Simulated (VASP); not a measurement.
# Rh (P6_3/mmc) in VASP: a series of runs

The runs below take Rh through single point, with r2SCAN.

Program: VASP 6.6.1. These are calculated values, not measurements. Logs are shortened: lines on timing, memory, paths and dates and some standing lists are left out, and cuts for length are marked.

## Step 1: The cell of the first run

Symmetry: P6_3/mmc, No. 194, hexagonal system. The conventional cell has a = 2.617 Å, b = 2.617 Å, c = 4.244 Å, α = 90.00°, β = 90.00°, γ = 120.00°. Rh (site symmetry -6m2) has 12 Rh at 2.60 to 2.62 Å within 3.4 Å.

## Step 2: Single point, r2SCAN

File POSCAR:

```
Rh
1.0
    2.6170534020      0.0000000000      0.0000000000
   -1.3085271801      2.2664345459      0.0000000000
    0.0000000000      0.0000000000      4.2437500263
Rh
2
Direct
    0.6666666667      0.3333333333      0.7500000000
    0.3333333333      0.6666666667      0.2500000000
```

File INCAR.step1:

```
SYSTEM = Rh
  PREC = Accurate
  ENCUT = 520
  ISMEAR = 1
  SIGMA = 0.1
  LREAL = .False.
  LASPH = .True.
  NELM = 80
  NBANDS = 22
  GGA = PE
  ALGO = Normal
  EDIFF = 1E-4
  LWAVE = .True.
  LCHARG = .False.
```

File INCAR.step2:

```
SYSTEM = Rh
  PREC = Accurate
  ENCUT = 520
  EDIFF = 1E-7
  ISMEAR = 1
  SIGMA = 0.1
  LREAL = .False.
  LASPH = .True.
  NELM = 80
  ALGO = Normal
  ISIF = 2
  LWAVE = .False.
  LCHARG = .False.
  METAGGA = R2SCAN
  LMIXTAU = .True.
  NBANDS = 22
  ISTART = 1
```

File KPOINTS:

```
regular mesh
0
Gamma
  12 12 7
  0 0 0
```

Potentials or basis: VASP PAW PBE potentials, release 64 (Rh_pv).

The run is started by

```
$ cat potpaw_PBE.64/Rh_pv/POTCAR > POTCAR
$ cp INCAR.step1 INCAR
$ mpirun -np 1 vasp_std > vasp.out
$ cp INCAR.step2 INCAR
$ mpirun -np 1 vasp_std > vasp.out
```

OUTCAR:

```text
SYSTEM = Rh
   PREC = Accurate
   ENCUT = 520
   EDIFF = 1E-7
   ISMEAR = 1
   LREAL = .False.
   LASPH = .True.
   NELM = 80
   ISIF = 2
   METAGGA = R2SCAN
   ISTART = 1

 ion  position               nearest neighbor table
   1  0.667  0.333  0.750-   2 2.60   2 2.60   2 2.60   2 2.60   2 2.60   2 2.60
   2  0.333  0.667  0.250-   1 2.60   1 2.60   1 2.60   1 2.60   1 2.60   1 2.60

  LATTYP: Found a hexagonal cell.
 ALAT       =     2.6170534020
 C/A-ratio  =     1.6215756328

  Lattice vectors:

 A1 = (   2.6170534020,   0.0000000000,   0.0000000000)
 A2 = (  -1.3085271801,   2.2664345459,   0.0000000000)
 A3 = (   0.0000000000,   0.0000000000,   4.2437500263)

Analysis of symmetry for initial positions (statically):
=====================================================================
 Subroutine PRICEL returns:
 Original cell was already a primitive cell.

 Routine SETGRP: Setting up the symmetry group for a
 hexagonal supercell.

 Subroutine GETGRP returns: Found 24 space group operations
 (whereof 12 operations were pure point group operations)
 out of a pool of 24 trial point group operations.

The static configuration has the point symmetry D_3d.
 The point group associated with its full space group is D_6h.

Analysis of symmetry for dynamics (positions and initial velocities):
=====================================================================
 Subroutine PRICEL returns:
 Original cell was already a primitive cell.

 Routine SETGRP: Setting up the symmetry group for a
 hexagonal supercell.

 Subroutine GETGRP returns: Found 24 space group operations
 (whereof 12 operations were pure point group operations)
 out of a pool of 24 trial point group operations.

The dynamic configuration has the point symmetry D_3d.
 The point group associated with its full space group is D_6h.

 Subroutine INISYM returns: Found 24 space group operations
 (whereof 12 operations are pure point group operations),
 and found     1 'primitive' translations

----------------------------------------------------------------------------------------

                                     Primitive cell

  volume of cell :      25.1713

  direct lattice vectors                    reciprocal lattice vectors
     2.617053402  0.000000000  0.000000000     0.382109131  0.220610908  0.000000000
    -1.308527180  2.266434546  0.000000000     0.000000000  0.441221654  0.000000000
     0.000000000  0.000000000  4.243750026     0.000000000  0.000000000  0.235640647

  length of vectors
     2.617053402  2.617053483  4.243750026     0.441221668  0.441221654  0.235640647

  position of ions in fractional coordinates (direct lattice)
     0.666666667  0.333333333  0.750000000
     0.333333333  0.666666667  0.250000000

  ion indices of the primitive-cell ions
   primitive index   ion index
                 1           1
                 2           2

----------------------------------------------------------------------------------------

 KPOINTS: regular mesh

Automatic generation of k-mesh.
 Grid dimensions read from file:
 generate k-points for:   12   12    7

 Generating k-lattice:

  Cartesian coordinates                     Fractional coordinates (reciprocal lattice)
     0.031842428  0.018384242  0.000000000     0.083333333  0.000000000  0.000000000
     0.000000000  0.036768471  0.000000000     0.000000000  0.083333333  0.000000000
     0.000000000  0.000000000  0.033662950     0.000000000  0.000000000  0.142857143

  Length of vectors
     0.036768472  0.036768471  0.033662950

  Shift w.r.t. Gamma in fractional coordinates (k-lattice)
     0.000000000  0.000000000  0.000000000

 Subroutine IBZKPT returns following result:
 ===========================================

 Found     76 irreducible k-points:

 Following reciprocal coordinates:
            Coordinates               Weight
  0.000000  0.000000  0.000000      1.000000
  0.083333  0.000000  0.000000      6.000000
  0.166667 -0.000000  0.000000      6.000000
  0.250000  0.000000  0.000000      6.000000
  0.333333  0.000000  0.000000      6.000000
  0.416667  0.000000  0.000000      6.000000
[... 16 lines left out ...]
  0.250000  0.000000  0.142857     12.000000
  0.333333  0.000000  0.142857     12.000000
 [... further k-points ...]
   k-points           NKPTS =     76   k-points in BZ     NKDIM =     76   number of bands    NBANDS=     22
   number of dos      NEDOS =    301   number of ions     NIONS =      2
   total plane-waves  NPLWV =  12800
   dimension x,y,z NGX =    20 NGY =   20 NGZ =   32
   dimension x,y,z NGXF=    40 NGYF=   40 NGZF=   64
   ions per type =               2
   NGX,Y,Z   is equivalent  to a cutoff of  12.70, 12.70, 12.54 a.u.
   NGXF,Y,Z  is equivalent  to a cutoff of  25.41, 25.41, 25.07 a.u.
 SYSTEM =  Rh
   PREC   = accura    normal or accurate (medium, high low for compatibility)
   ISTART =      1    job   : 0-new  1-cont  2-samecut
   ICHARG =      0    charge: 1-file 2-atom 10-const
   ISPIN  =      1    spin polarized calculation?
   LNONCOLLINEAR =      F non collinear calculations
   LSORBIT =      F    spin-orbit coupling
   LASPH  =      T    aspherical Exc in radial PAW
   ENCUT  =  520.0 eV  38.22 Ry    6.18 a.u.   4.87  4.87  7.89*2*pi/ulx,y,z
   NELM   =     80;   NELMIN=  2; NELMDL=  0     # of ELM steps
   EDIFF  = 0.1E-06   stopping-criterion for ELM
   LREAL  =      F    real-space projection
   EDIFFG = 0.1E-05   stopping-criterion for IOM
   NSW    =      0    number of steps for IOM
   IBRION =     -1    ionic relax: 0-MD 1-quasi-New 2-CG
   NFREE  =      0    steps in history (QN), initial steepest desc. (CG)
   ISIF   =      2    stress and relaxation
   ISYM   =      2    0-nonsym 1-usesym 2-fastsym
   POTIM  = 0.5000    time-step for ionic-motion
   TEBEG  =    0.0;   TEEND  =   0.0 temperature during run
   PSTRESS=    0.0 pullay stress
   NELECT =      30.0000    total number of electrons
   NUPDOWN=      -1.0000    fix difference up-down
   EMIN   =  10.00;   EMAX   =-10.00  energy-range for DOS
   EFERMI =   0.00;   METHOD = LEGACY
   ISMEAR =     1;   SIGMA  =   0.10  broadening in eV -4-tet -1-fermi 0-gaus
   EFERMI_NEDOS =   21; number of points for ismear=-14 and -15
   IALGO  =     38    algorithm
   IMIX   =      4    mixing-type and parameters
     AMIX     =   0.40;   BMIX     =  1.00
     AMIX_MAG =   1.60;   BMIX_MAG =  1.00
  volume/ion in A,a.u.               =      12.59        84.93
  Fermi-wavevector in a.u.,A,eV,Ry     =   1.735722  3.280038 40.990672  3.012729
  Thomas-Fermi vector in A             =   2.809273
   LORBIT       =      0    0 simple, 1 ext, 2 COOP (PROOUT), +10 PAW based schemes
   METAGGA = R2SCAN    functional components
   LHFCALC =     F    Hartree Fock is set to
   AEXX    =    0.0000 exact exchange contribution
   IVDW    =     0    specifies the selected vdW correction
   LEPSILON=     F    determine dielectric tensor
   LRPA    =     F    only Hartree local field effects (RPA)
 non-spin polarized calculation
 Methfessel and Paxton  Order N= 1 SIGMA  =   0.10
  energy-cutoff  :      520.00
  volume of cell :       25.17
 maximum number of plane-waves:       699
 NGX is ok and might be reduce to    20
   NGX =  9   NGY =  9   NGZ = 15

 number of electron      29.9999995 magnetization

 Free energy of the ion-electron system (eV)
  ---------------------------------------------------
  ext. energy  EPLUGINS =         0.00000000
  ---------------------------------------------------
  free energy    TOTEN  =       -47.94783701 eV

  energy without entropy =      -47.94613570  energy(sigma->0) =      -47.94726991

 E-fermi :  13.5834     XC(G=0): -15.8795

 val. band max:       13.5785504136   @ k =   0.0000   0.0000   0.2857
 cond. band min:      13.5918637979   @ k =   0.0833   0.0000   0.4286
 fundamental gap:      0.0133133843
 Fermi energy:        13.5834121782

 k-point     1 :       0.0000    0.0000    0.0000
  band No.  band energies     occupation
      1     -35.5821      2.00000
      2     -34.6441      2.00000
      3     -34.6441      2.00000
      4     -34.5013      2.00000
      5     -34.4939      2.00000
      6     -34.4939      2.00000
[... 14 lines left out ...]
     21      30.7416      0.00000
     22      30.7419      0.00000

 k-point     2 :       0.0833    0.0000    0.0000
  band No.  band energies     occupation
      1     -35.5587      2.00000
      2     -34.6981      2.00000
      3     -34.6614      2.00000
      4     -34.5498      2.00000
      5     -34.5107      2.00000
      6     -34.5022      2.00000
[... 14 lines left out ...]
     21      30.7422      0.00000
     22      30.7424      0.00000

 k-point     3 :       0.1667   -0.0000    0.0000
  band No.  band energies     occupation
      1     -35.4919      2.00000
      2     -34.8455      2.00000
      3     -34.7073      2.00000
      4     -34.6997      2.00000
      5     -34.5392      2.00000
      6     -34.5260      2.00000
[... 14 lines left out ...]
     21      30.7420      0.00000
     22      30.8719      0.00000

 k-point     4 :       0.2500    0.0000    0.0000
  band No.  band energies     occupation
      1     -35.3913      2.00000
      2     -35.0466      2.00000
      3     -34.8979      2.00000
      4     -34.7677      2.00000
      5     -34.5873      2.00000
      6     -34.5603      2.00000
[... 14 lines left out ...]
     21      30.7413      0.00000
     22      30.7428      0.00000

 k-point     5 :       0.3333    0.0000    0.0000
  band No.  band energies     occupation
      1     -35.2730      2.00000
      2     -35.2472      2.00000
      3     -35.0892      2.00000
      4     -34.8261      2.00000
      5     -34.6528      2.00000
      6     -34.5959      2.00000
[... 417 lines left out ...]
 k-point    22 :       0.1667   -0.0000    0.1429
  band No.  band energies     occupation
      1     -35.4533      2.00000
      2     -34.8324      2.00000
      3     -34.7364      2.00000
      4     -34.6984      2.00000
      5     -34.5572      2.00000
      6     -34.5351      2.00000
[... 14 lines left out ...]
     21      30.7419      0.00000
     22      30.7586      0.00000

 k-point    23 :       0.2500    0.0000    0.1429
  band No.  band energies     occupation
      1     -35.3767      2.00000
      2     -35.0198      2.00000
      3     -34.9286      2.00000
      4     -34.7576      2.00000
      5     -34.5990      2.00000
      6     -34.5707      2.00000
[... 14 lines left out ...]
     21      30.7412      0.00000
     22      30.7429      0.00000

 k-point    24 :       0.3333    0.0000    0.1429
  band No.  band energies     occupation
      1     -35.3487      2.00000
      2     -35.1619      2.00000
      3     -35.0963      2.00000
      4     -34.8149      2.00000
      5     -34.6546      2.00000
      6     -34.6074      2.00000
[... 14 lines left out ...]
     21      30.3719      0.00000
     22      30.5917      0.00000

 [... further k-points ...]
[... 5 lines left out ...]
  --------------------------------------------------------------------------------------
  -------------------------------------------------------------------------------------
  Total        5.1682383      5.1682374      5.3359691     -0.0000011      0.0000000      0.0000000
  in kB      328.9633757    328.9633225    339.6396088     -0.0000695      0.0000000      0.0000000
  external PRESSURE =     332.5221023 kB  Pullay stress =       0.0000000 kB

 VOLUME and BASIS-vectors are now :
 -----------------------------------------------------------------------------
  energy-cutoff  :      520.00
  volume of cell :       25.17
      direct lattice vectors                 reciprocal lattice vectors
     2.617053402  0.000000000  0.000000000     0.382109131  0.220610908  0.000000000
    -1.308527180  2.266434546  0.000000000     0.000000000  0.441221654  0.000000000
     0.000000000  0.000000000  4.243750026     0.000000000  0.000000000  0.235640647

 POSITION                                       TOTAL-FORCE (eV/Angst)
 -----------------------------------------------------------------------------------
      1.30853      0.75548      3.18281         0.000000      0.000000      0.000000
     -0.00000      1.51096      1.06094        -0.000000     -0.000000      0.000000
 -----------------------------------------------------------------------------------
    total drift:                                0.000000     -0.000000      0.000000

  FREE ENERGIE OF THE ION-ELECTRON SYSTEM (eV)
  ---------------------------------------------------
  free  energy   TOTEN  =       -47.9478370084 eV

  energy  without entropy=      -47.9461357019  energy(sigma->0) =      -47.94726991
```

Run time: 64 s. Hardware: 1 thread of Intel Xeon 6975P-C (Granite Rapids), shared host; peak memory 0.16 GiB.

What came out:

* Free energy: -47.9478 eV
* Pressure: 33.3 GPa
* Band gap on the k mesh: zero (band 15 reaches 14.29 eV, above the bottom of band 16 at 11.44 eV)

Stress tensor (GPa, compression positive):
```
32.90  0.00  0.00
 0.00 32.90  0.00
 0.00  0.00 33.96
```

Levels at points of the mesh, in eV from the Fermi level:
```tsv
k point	band 11	band 12	band 13	band 14	band 15	band 16	band 17	band 18	band 19	band 20
(0.00, 0.00, 0.00)	-3.66	-3.05	-3.05	-2.31	-2.31	0.12	0.12	0.73	9.97	16.58
(0.50, 0.00, 0.00)	-3.27	-2.69	-2.51	0.49	0.71	0.86	3.50	5.93	11.60	12.05
```

Caveat: the PAW data sets were made with another functional, which shifts forces and pressure a little.

## Step 3: Single point, r2SCAN

This run uses another cell than the first one, of 13.16 Å³/atom, 1.045 times its volume.

File POSCAR:

```
Rh
1.0
    2.6561196600      0.0000000000      0.0000000000
   -1.3280603163      2.3002669151      0.0000000000
    0.0000000000      0.0000000000      4.3070989184
Rh
2
Direct
    0.6666666667      0.3333333333      0.7500000000
    0.3333333333      0.6666666667      0.2500000000
```

File INCAR.step1:

```
SYSTEM = Rh
PREC = Accurate
ENCUT = 520
ISMEAR = 1
SIGMA = 0.1
LREAL = .False.
LASPH = .True.
NELM = 80
NBANDS = 22
GGA = PE
ALGO = Normal
EDIFF = 1E-4
LWAVE = .True.
LCHARG = .False.
```

File INCAR.step2:

```
SYSTEM = Rh
PREC = Accurate
ENCUT = 520
EDIFF = 1E-6
ISMEAR = 1
SIGMA = 0.1
LREAL = .False.
LASPH = .True.
NELM = 80
ALGO = Normal
ISIF = 2
LWAVE = .False.
LCHARG = .False.
METAGGA = R2SCAN
LMIXTAU = .True.
NBANDS = 22
ISTART = 1
```

File KPOINTS:

```
Automatic mesh
0
Gamma
  12 12 7
  0 0 0
```

Potentials or basis: VASP PAW PBE potentials, release 64 (Rh_pv).

The run is started by

```
$ cat potpaw_PBE.64/Rh_pv/POTCAR > POTCAR
$ cp INCAR.step1 INCAR
$ mpirun -np 1 vasp_std > vasp.out
$ cp INCAR.step2 INCAR
$ mpirun -np 1 vasp_std > vasp.out
```

OUTCAR:

```text
SYSTEM = Rh
   PREC = Accurate
   ENCUT = 520
   EDIFF = 1E-6
   ISMEAR = 1
   LREAL = .False.
   LASPH = .True.
   NELM = 80
   ISIF = 2
   METAGGA = R2SCAN
   ISTART = 1

 ion  position               nearest neighbor table
   1  0.667  0.333  0.750-   2 2.64   2 2.64   2 2.64   2 2.64   2 2.64   2 2.64
   2  0.333  0.667  0.250-   1 2.64   1 2.64   1 2.64   1 2.64   1 2.64   1 2.64

  LATTYP: Found a hexagonal cell.
 ALAT       =     2.6561196600
 C/A-ratio  =     1.6215756328

  Lattice vectors:

 A1 = (   2.6561196600,   0.0000000000,   0.0000000000)
[... 193 lines left out ...]
      5     -35.2869      2.00000
      6     -35.2869      2.00000
[... 589 lines left out ...]
     21      29.2881      0.00000
     22      29.3000      0.00000

 [... further k-points ...]
[... 5 lines left out ...]
  --------------------------------------------------------------------------------------
  -------------------------------------------------------------------------------------
  Total        2.5258272      2.5258267      2.6243200     -0.0000005     -0.0000000     -0.0000000
  in kB      153.7812883    153.7812634    159.7778795     -0.0000325     -0.0000000     -0.0000000
  external PRESSURE =     155.7801437 kB  Pullay stress =       0.0000000 kB

 VOLUME and BASIS-vectors are now :
 -----------------------------------------------------------------------------
  energy-cutoff  :      520.00
  volume of cell :       26.32
      direct lattice vectors                 reciprocal lattice vectors
     2.656119660  0.000000000  0.000000000     0.376489062  0.217366159  0.000000000
    -1.328060316  2.300266915  0.000000000     0.000000000  0.434732158  0.000000000
     0.000000000  0.000000000  4.307098918     0.000000000  0.000000000  0.232174839

 POSITION                                       TOTAL-FORCE (eV/Angst)
 -----------------------------------------------------------------------------------
      1.32806      0.76676      3.23032        -0.000000      0.000000      0.000000
     -0.00000      1.53351      1.07677         0.000000     -0.000000      0.000000
 -----------------------------------------------------------------------------------
    total drift:                                0.000000     -0.000000      0.000000

  FREE ENERGIE OF THE ION-ELECTRON SYSTEM (eV)
  ---------------------------------------------------
  free  energy   TOTEN  =       -48.1202509544 eV

  energy  without entropy=      -48.1183897102  energy(sigma->0) =      -48.11963054
```

OSZICAR.step1:

```text
N       E                     dE             d eps       ncg     rms          rms(c)
DAV:   1     0.326006919576E+03    0.32601E+03   -0.18991E+04  3352   0.160E+03
DAV:   2    -0.804453595044E+01   -0.33405E+03   -0.32222E+03  3472   0.474E+02
DAV:   3    -0.152321144080E+02   -0.71876E+01   -0.71441E+01  3890   0.785E+01
DAV:   4    -0.152799574549E+02   -0.47843E-01   -0.47838E-01  3720   0.642E+00
DAV:   5    -0.152806972731E+02   -0.73982E-03   -0.73981E-03  3912   0.837E-01    0.163E+01
DAV:   6    -0.143739047659E+02    0.90679E+00   -0.19565E+00  3686   0.153E+01    0.608E+00
DAV:   7    -0.143323114562E+02    0.41593E-01   -0.67470E-02  3920   0.248E+00    0.245E+00
DAV:   8    -0.143261185838E+02    0.61929E-02   -0.10962E-02  3518   0.120E+00    0.452E-01
DAV:   9    -0.143256463776E+02    0.47221E-03   -0.38304E-04  3746   0.232E-01    0.246E-02
DAV:  10    -0.143256534522E+02   -0.70746E-05   -0.73927E-06  1870   0.284E-02
   1 F= -.14325653E+02 E0= -.14325167E+02  d E =-.145942E-02
```

Run time: 85 s. Hardware: 1 thread of Intel Xeon 6975P-C (Granite Rapids), shared host; peak memory 0.16 GiB.

What came out:

- Free energy: -48.1203 eV
- Pressure: 15.6 GPa
- Band gap on the k mesh: zero (band 15 reaches 13.35 eV, above the bottom of band 16 at 10.70 eV)

Caveat: the PAW data sets were made with another functional, which shifts forces and pressure a little.

(Part 1 of 2 ends here.)
